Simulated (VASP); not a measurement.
The system is Sb.

```xyz
1
Lattice="3.5108 0.0000 0.0000 0.6790 3.4445 0.0000 -2.0949 -1.7223 2.2296" Properties=species:S:1:pos:R:3 pbc="T T T"
Sb    0.0000    0.0000    0.0000
```

Base run:

| Item | Value |
| --- | --- |
| Program | VASP 6.6.1 |
| Functional | LDA |
| Potentials or basis | VASP PAW LDA potentials, release 64 (Sb) |
| Cutoff | 520 eV |
| k mesh | 10 × 10 × 10 |
| Occupations | fermi-dirac, width 0.15 eV |
| Spin | no spin polarisation |

Its results: pressure -2.0 GPa.

Problem. After a change of settings the same cell gave: pressure -1.0 GPa. Which change was it?
A. k mesh from 10 × 10 × 10 to 6 × 6 × 6
B. k mesh from 10 × 10 × 10 to 5 × 5 × 5
C. k mesh from 10 × 10 × 10 to 8 × 8 × 8
D. k mesh from 10 × 10 × 10 to 3 × 3 × 3

Solution. D.

Caveats: some runs use coarse meshes.
